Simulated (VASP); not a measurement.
Input of a VASP 6.6.1 run:

File INCAR:

```
PREC = Accurate
ENCUT = 520
EDIFF = 1E-6
ISMEAR = 0
SIGMA = 0.1
LREAL = False
LASPH = True
NELM = 150
ALGO = Fast
ISIF = 2
LWAVE = False
LCHARG = False
ISPIN = 2
MAGMOM = 0 0 0 0 0 0 0 1.6 1.6 1.6 1.6 1.6
LORBIT = 11
LMAXMIX = 4
GGA = PE
NBANDS = 82
KPAR = 4
```

The input KPOINTS:

```
regular mesh
0
Gamma
  4 4 2
```

POSCAR

```
Fe5CoGe6
1.0
    4.0256031000      0.0000000000      0.0000000000
    0.0000000000      4.9362651000      0.0000000000
    0.0000000000      0.0000000000      8.6581132000
Co Ge Fe
1 6 5
Direct
    0.0000000000      0.5000000000      0.0000000000
    0.0000000000      0.0000000000      0.0000000000
    0.0000000000      0.5000000000      0.5000000000
    0.5000000000      0.0000000000      0.3309140000
    0.5000000000      0.5000000000      0.8360920000
    0.5000000000      0.5000000000      0.1639080000
    0.5000000000      0.0000000000      0.6690860000
    0.0000000000      0.0000000000      0.5000000000
    0.0000000000      0.2507490000      0.2536590000
    0.0000000000      0.7492510000      0.7463410000
    0.0000000000      0.7492510000      0.2536590000
    0.0000000000      0.2507490000      0.7463410000
```

Potentials or basis: VASP PAW PBE potentials, release 64 (Co, Ge_d, Fe).

Run with:

```bash
$ cat potpaw_PBE.64/Co/POTCAR potpaw_PBE.64/Ge_d/POTCAR potpaw_PBE.64/Fe/POTCAR > POTCAR
$ mpirun -np 4 vasp_std > vasp.out
```

Task: What does it give for the largest force?

Result: 0.111 eV/Å.

Task: Predict the pressure.

Result: 0.1 GPa.

Task: Estimate the net moment.

Result: 6.70 μB per cell.

Task: Estimate the site moments.

Result: Co -0.06; Ge -0.03, -0.08, -0.06, -0.04 (each value once); Fe +1.55, +1.39 (each value once) μB.

Forces on the atoms (eV/Å):
```
Co   0.000  0.000  0.000
Ge   0.000  0.000  0.000
Ge   0.000  0.000  0.000
Ge   0.000  0.000 -0.028
Ge   0.000  0.000  0.035
Ge   0.000  0.000 -0.035
Ge   0.000  0.000  0.028
Fe   0.000  0.000  0.000
Fe   0.000  0.111  0.000
Fe   0.000 -0.111  0.000
Fe   0.000 -0.111  0.000
Fe   0.000  0.111  0.000
```

Caveat: the k points lie up to 0.39 Å⁻¹ apart.
